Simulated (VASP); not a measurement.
Input of a VASP 6.6.1 run:

File INCAR:

```
SYSTEM = TiAl
PREC = Accurate ; ENCUT = 520
EDIFF = 1E-6 ; ISMEAR = 0
SIGMA = 0.15 ; LREAL = .False.
LASPH = .True. ; NELM = 80
ALGO = Fast ; ISIF = 2
LWAVE = .False. ; LCHARG = .True.
GGA = PS ; LELF = .True.
LVHAR = .True. ; NBANDS = 14
```

File KPOINTS:

```
regular mesh
0
Gamma
  24 24 14
  0 0 0
```

POSCAR

```
TiAl
1.0
    2.8478212847      0.0000000000      0.0000000000
   -1.4239106423      2.4662855780      0.0000000000
    0.0000000000      0.0000000000      4.6199447394
Ti Al
1 1
Direct
    0.0057138278      0.0114276555      0.0000000000
    0.3231966321      0.6463932642      0.5000000000
```

Potentials or basis: VASP PAW PBE potentials, release 64 (Ti_sv, Al).

The run is started by

```bash
$ cat potpaw_PBE.64/Ti_sv/POTCAR potpaw_PBE.64/Al/POTCAR > POTCAR
$ mpirun -np 1 vasp_std > vasp.out
```

**Question.** Estimate the largest force.

**Answer.** 0.181 eV/Å.

**Question.** What does it give for the pressure?

**Answer.** 0.1 GPa.

Forces in eV/Å, atoms in the order of the input:
```
Ti   0.000 -0.181  0.000
Al   0.000  0.181  0.000
```

Caveat: the cell differs from its parent crystal (mode 4 (182.5 1/cm) frozen in, largest displacement -0.050 Å); the PAW data sets were made with another functional, which shifts forces and pressure a little.
